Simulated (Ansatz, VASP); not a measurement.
Bi: VASP beside Ansatz

Contents of INCAR:

```
SYSTEM = Bi
ALGO = Fast ; EDIFF = 1E-6
EDIFFG = -0.01 ; ENCUT = 600
GGA = PE ; IBRION = 2
ISIF = 3 ; ISMEAR = 0
LASPH = .True. ; LCHARG = .False.
LREAL = .False. ; LWAVE = .False.
NELM = 80 ; NSW = 100
PREC = Accurate ; SIGMA = 0.1
```

Contents of KPOINTS:

```
k-points
0
Gamma
  18 18 16
  0 0 0
```

The input POSCAR:

```
Bi
1.0
    3.2376151362      0.0000000000      0.0000000000
    0.0000000000      3.2376151362      0.0000000000
    0.0000000000      0.0000000000      3.3635850572
Bi
1
Direct
    0.0000000000      0.0000000000      0.5000000000
```

Input for Ansatz:

```yaml
crystal:
  lattice:
    - [3.2376151362, 0.0, 0.0]
    - [0.0, 3.2376151362, 0.0]
    - [0.0, 0.0, 3.3635850572]
  atoms:
    - { symbol: Bi, position: [0.0, 0.0, 0.5] }
basis:
  ecutwfc: 420
kpoints:
  mp_grid: { grid: [18, 18, 16] }
hamiltonian:
  xc: pbe
scf:
  occupations: { method: gaussian, width: 0.1 }
output:
  forces: true
  stress: true
  eigenvalues: true
relax:
  adjacent_minimum: "off"
  f_tol: 0.01
  max_steps: 80
  cell: { stress_tol: 0.05 }
```

Change from the starting cell: the structure that the rattled cell fell into.

Alike in both runs: task relaxation of cell and atoms; functional PBE; k mesh 18 × 18 × 16; occupations gaussian, width 0.1 eV; no spin polarisation.

|  | VASP | Ansatz |
| --- | --- | --- |
| version | VASP 6.6.1 | Ansatz 0.2.0 |
| potentials or method | VASP PAW PBE potentials, release 64 (Bi_d), cutoff 600 eV | scalar-relativistic, plane waves, PAW |
| valence electrons in the cell | 15 | 15 |

|  | VASP | Ansatz | Ansatz less VASP |
| --- | --- | --- | --- |
| gap on the k mesh at the Fermi level, each at its own relaxed structure (eV) | none | none | - |
| relaxed volume (Å³/atom) | 35.17 | 35.14 | -0.032 |
| relaxed length of the cell vector where the two differ most in proportion (Å) | 3.286 | 3.283 | -0.0026 |

A gap of «none» marks a metal or a gap that the smearing closes.

Neither program's run includes spin-orbit coupling.
